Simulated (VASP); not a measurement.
The system is HgTe (zincblende type).

```
CELL_PARAMETERS angstrom
0.00000 3.10723 3.10723
3.10723 0.00000 3.10723
3.10723 3.10723 0.00000
ATOMIC_POSITIONS crystal
Hg 0.00000 0.00000 0.00000
Te 0.25000 0.25000 0.25000
```

| Property | Result |
| --- | --- |
| Program | VASP 6.6.1 |
| Task | relaxation of cell and atoms |
| Functional | PBEsol |
| Potentials or basis | VASP PAW PBE potentials, release 64 (Hg, Te) |
| Cutoff | 600 eV |
| k mesh | 12 × 12 × 12 |
| Occupations | fermi-dirac, width 0.05 eV |
| Spin | no spin polarisation |

At the start: pressure 8.6 GPa; volume 30.00 Å³/atom.

Task: Where does the relaxation end?

Result: Over 3 steps the energy falls by 106.5 meV/atom and the volume is 34.56 Å³/atom (+15.2 %); space group F-43m (No. 216, to 0.1 Å) before and after.

The path:
| step | energy change (eV) | largest force (eV/Å) | pressure (GPa) | volume (Å³) |
| --- | --- | --- | --- | --- |
| 1 | 0.0000 | 0.0000 | 8.63 | 60.00 |
| 2 | -0.1550 | 0.0000 | -2.83 | 75.15 |
| 3 | -0.2131 | 0.0000 | 0.01 | 69.11 |

Final structure:
```
CELL_PARAMETERS angstrom
0.00000 3.25718 3.25718
3.25718 0.00000 3.25718
3.25718 3.25718 0.00000
ATOMIC_POSITIONS crystal
Hg 0.00000 0.00000 0.00000
Te 0.25000 0.25000 0.25000
```

Caveat: the volume moved by over 15 % at a fixed basis, so the end points are rough; the PAW data sets were made with another functional, which shifts forces and pressure a little.
